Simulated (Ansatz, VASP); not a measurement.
## MgO in VASP and in Ansatz

```
Mg O
1.0
     1.57413   -1.78107    0.00000
     1.57413    1.78107    0.00000
     0.00000    0.00000    4.32391
Mg O
1 1
Direct
  0.50000 0.50000 0.00000
  0.00000 0.00000 0.00000
```

Alike in both runs: task relaxation of cell and atoms; functional PBE; k mesh 8 × 8 × 4; occupations gaussian, width 0.1 eV; no spin polarisation.

```csv
,VASP,Ansatz
version,VASP 6.6.1,Ansatz 0.2.0
potentials or method,"VASP PAW PBE potentials, release 64 (Mg, O), cutoff 600 eV","scalar-relativistic, plane waves, PAW"
valence electrons in the cell,8,16
```

Ansatz gave:

- gap on the k mesh at the Fermi level, each at its own relaxed structure (eV): 2.10
- relaxed volume (Å³/atom): 17.89
- relaxed cell length with the largest relative difference (Å): 4.473

Task: Estimate VASP's values.

Result: gap on the k mesh at the Fermi level, each at its own relaxed structure (eV): 2.06; relaxed volume (Å³/atom): 17.18; relaxed cell length with the largest relative difference (Å): 4.331.

VASP's potentials hold 8 valence electrons a cell and Ansatz's 16, so a difference there can come from the potentials and not from the codes.

Noted on VASP's run: the volume moved by over 15 % at a fixed basis, so the end points are rough.
